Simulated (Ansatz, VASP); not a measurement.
# Cd4SeS3: VASP beside Ansatz

```xyz
8
Lattice="4.2514 -0.0020 0.0000 -0.0020 4.2534 0.0014 -0.0005 0.0040 11.9123" Properties=species:S:1:pos:R:3 pbc="T T T"
Cd    2.1247    0.0005    7.4055
Cd    0.0004    2.1306   10.3122
Cd    2.1226    0.0006    1.6013
Cd    0.0008    2.1292    4.5084
Se   -0.0025   -0.0002    0.0002
S     2.1258    2.1274    3.0581
S    -0.0007    0.0019    5.9552
S     2.1256    2.1269    8.8552
```

Change from the starting cell: cell x1, atoms moved at random (sigma 0.1 Å) and cell strained at random (1.5 %), then relaxed without symmetry.

Alike in both runs: functional PBE; k mesh 4 × 4 × 1; occupations gaussian, width 0.1 eV; no spin polarisation.

Ansatz relaxed the structure, and its values are those at the end. VASP's run is a single point on that final structure, the one shown.

```csv
,VASP,Ansatz
version,VASP 6.6.1,Ansatz 0.2.0
potentials or method,"VASP PAW PBE potentials, release 64 (Cd, Se, S), cutoff 520 eV","scalar-relativistic, plane waves, PAW"
valence electrons in the cell,72,114
```

Ansatz gave:

| Property | Result |
| --- | --- |
| gap on the k mesh at the Fermi level (eV) | 0.84 |
| least direct gap on the mesh (eV) | 0.84 |
| pressure (GPa) | 0.0 |
| rms of the force components (eV/Å) | 0.005 |

**Question.** What did VASP give for the same quantities?

**Answer.** gap on the k mesh at the Fermi level (eV): 0.84; least direct gap on the mesh (eV): 0.84; pressure (GPa): 0.3; rms of the force components (eV/Å): 0.005.

VASP's potentials hold 72 valence electrons a cell and Ansatz's 114, so a difference there can come from the potentials and not from the codes.

The k mesh is coarse, so the values compare programs but aren't converged.
